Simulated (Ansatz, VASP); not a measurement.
# One calculation of CsSi3Ru, two programs

```
Cs Si Ru
1.0
     4.79764    0.00000    0.00000
     0.00000    4.79764    0.00000
     0.00000    0.00000    4.79764
Cs Si Ru
1 3 1
Direct
  0.00000 0.00000 0.00000
  0.00000 0.50000 0.50000
  0.50000 0.00000 0.50000
  0.50000 0.50000 0.00000
  0.50000 0.50000 0.50000
```

Alike in both runs: functional PBE; k mesh 4 × 4 × 4; occupations gaussian, width 0.1 eV; no spin polarisation.

Ansatz relaxed the structure, and its values are those at the end. VASP's run is a single point on that final structure, the one shown.

|  | VASP | Ansatz |
| --- | --- | --- |
| version | VASP 6.6.1 | Ansatz 0.2.0 |
| potentials or method | VASP PAW PBE potentials, release 64 (Cs_sv, Si, Ru_pv), cutoff 500 eV | scalar-relativistic, plane waves, PAW |
| valence electrons in the cell | 35 | 37 |

```tsv
	VASP	Ansatz	Ansatz less VASP
gap on the k mesh at the Fermi level (eV)	none	none	-
pressure (GPa)	0.4	0.3	-0.08
```

A gap of «none» marks a metal or a gap that the smearing closes. VASP's potentials hold 35 valence electrons a cell and Ansatz's 37, so a difference there can come from the potentials and not from the codes.

Neither program's run includes spin-orbit coupling.
